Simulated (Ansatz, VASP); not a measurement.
**Two plane-wave programs on Ir**

Contents of INCAR:

```
PREC = Accurate
ENCUT = 520
EDIFF = 1E-7
ISMEAR = 1
SIGMA = 0.01
LREAL = F
LASPH = T
NELM = 100
ALGO = Normal
ISIF = 2
LWAVE = F
LCHARG = F
GGA = CA
NBANDS = 10
```

The input KPOINTS:

```
regular mesh
0
Gamma
  14 14 14
```

POSCAR

```
Ir
1.0
    0.0000000000      1.9060927672      1.9060927672
    1.9060927672      0.0000000000      1.9060927672
    1.9060927672      1.9060927672      0.0000000000
Ir
1
Direct
    0.0000000000      0.0000000000      0.0000000000
```

Input for Ansatz:

```yaml
crystal:
  lattice:
    - [0.0, 1.9060927672, 1.9060927672]
    - [1.9060927672, 0.0, 1.9060927672]
    - [1.9060927672, 1.9060927672, 0.0]
  atoms:
    - { symbol: Ir, position: [0.0, 0.0, 0.0] }
hamiltonian:
  xc: lda
  pseudopotentials:
    kind: paw
    azcp:
      Ir: "pseudopotentials/Ir.paw.azcp"
basis:
  ecutwfc: 420
  fft_grid_basis: typed
kpoints:
  mp_grid: { grid: [14, 14, 14], shift: [0, 0, 0] }
magnetization:
  spin_polarized: false
scf:
  occupations: { method: cold, width: 0.01 }
  lower_state_search: "off"
output:
  stress: true
  write_density: true
  write_potential: true
  elf: true
  volumetric_format: npy
```

Alike in both runs: task single point; functional LDA; k mesh 14 × 14 × 14; no spin polarisation.

|  | VASP | Ansatz |
| --- | --- | --- |
| version | VASP 6.6.1 | Ansatz 0.2.0 |
| potentials or method | VASP PAW LDA potentials, release 64 (Ir), cutoff 520 eV | plane waves (420 eV) with PAW, scalar-relativistic |
| occupations | methfessel-paxton of order 1, width 0.01 eV | cold, width 0.01 eV |
| valence electrons in the cell | 9 | 17 |

Ansatz gave:

| Quantity | Value |
| --- | --- |
| pressure (GPa) | -0.2 |

Q: What did VASP give for the same quantities?

A: Pressure (GPa): 2.4.

Ansatz warns that its potentials were made for another functional, while VASP's fit it. LDA's correlation is that of Perdew and Zunger in VASP and of Perdew and Wang (1992) in Ansatz. VASP's potentials hold 9 valence electrons a cell and Ansatz's 17, so a difference there can come from the potentials and not from the codes.

Spin-orbit coupling is off throughout.
